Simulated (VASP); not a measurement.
A run of VASP 6.6.1 is set up as follows.

Contents of INCAR:

```
SYSTEM = Be24Cl
PREC = Accurate ; ENCUT = 520
EDIFF = 1E-7 ; ISMEAR = 0
SIGMA = 0.1 ; LREAL = Auto
LASPH = .TRUE. ; NELM = 80
ALGO = Normal ; ISIF = 2
LWAVE = .FALSE. ; LCHARG = .FALSE.
LDIPOL = .TRUE. ; IDIPOL = 3
DIPOL = 0.5 0.5 0.322 ; GGA = PE
NBANDS = 46
```

The input KPOINTS:

```
regular mesh
0
G
  6 4 1
  0 0 0
```

File POSCAR:

```
Be24Cl
1.0
    4.5254381414      0.0000000000      0.0000000000
    0.0000000000      7.1336190818      0.0000000000
    0.0000000000      0.0000000000     19.8685529777
Be Cl
24 1
Direct
    0.0000000000      0.3750000000      0.2013231665
    0.0000000000      0.8750000000      0.2013231665
    0.5000000000      0.3750000000      0.2013231665
    0.5000000000      0.8750000000      0.2013231665
    0.2500000000      0.1250000000      0.2341987732
    0.2500000000      0.6250000000      0.2341987732
    0.7500000000      0.1250000000      0.2341987732
    0.7500000000      0.6250000000      0.2341987732
    0.2500000000      0.3750000000      0.2999499865
    0.2500000000      0.8750000000      0.2999499865
    0.7500000000      0.3750000000      0.2999499865
    0.7500000000      0.8750000000      0.2999499865
    0.0000000000      0.1250000000      0.3268353583
    0.0000000000      0.6250000000      0.3268353583
    0.5000000000      0.1250000000      0.3268353583
    0.5000000000      0.6250000000      0.3268353583
    0.0000000000      0.3750000000      0.3993099146
    0.0000000000      0.8750000000      0.3993099146
    0.5000000000      0.3750000000      0.3993099146
    0.5000000000      0.8750000000      0.3993099146
    0.2500000000      0.1250000000      0.4211958962
    0.2500000000      0.6250000000      0.4211958962
    0.7500000000      0.1250000000      0.4211958962
    0.7500000000      0.6250000000      0.4211958962
    0.2500000000      0.1250000000      0.5209218774
```

Potentials or basis: VASP PAW PBE potentials, release 64 (Be, Cl).

The run is started by

```sh
$ cat potpaw_PBE.64/Be/POTCAR potpaw_PBE.64/Cl/POTCAR > POTCAR
$ mpirun -np 1 vasp_std > vasp.out
```

What does it give for the band gap on the k mesh?

Zero (an odd number of electrons rules out a gap without spin polarisation).

Predict the largest force.

0.873 eV/Å.

Forces on the atoms (eV/Å):
```
Be   0.006  0.045  0.555
Be   0.006 -0.045  0.555
Be  -0.006  0.045  0.555
Be  -0.006 -0.045  0.555
Be   0.000  0.000 -0.580
Be   0.000  0.000 -0.730
Be   0.000  0.000 -0.576
Be   0.000  0.000 -0.789
Be   0.000  0.064  0.083
Be   0.000 -0.064  0.083
Be   0.000  0.100 -0.019
Be   0.000 -0.100 -0.019
Be   0.070  0.000  0.351
Be  -0.085  0.000 -0.029
Be  -0.070  0.000  0.351
Be   0.085  0.000 -0.029
Be  -0.157  0.320 -0.328
Be  -0.157 -0.320 -0.328
Be   0.157  0.320 -0.328
Be   0.157 -0.320 -0.328
Be   0.000  0.000  0.873
Be   0.000  0.000 -0.044
Be   0.000  0.000  0.063
Be   0.000  0.000  0.089
Cl   0.000  0.000  0.014
```
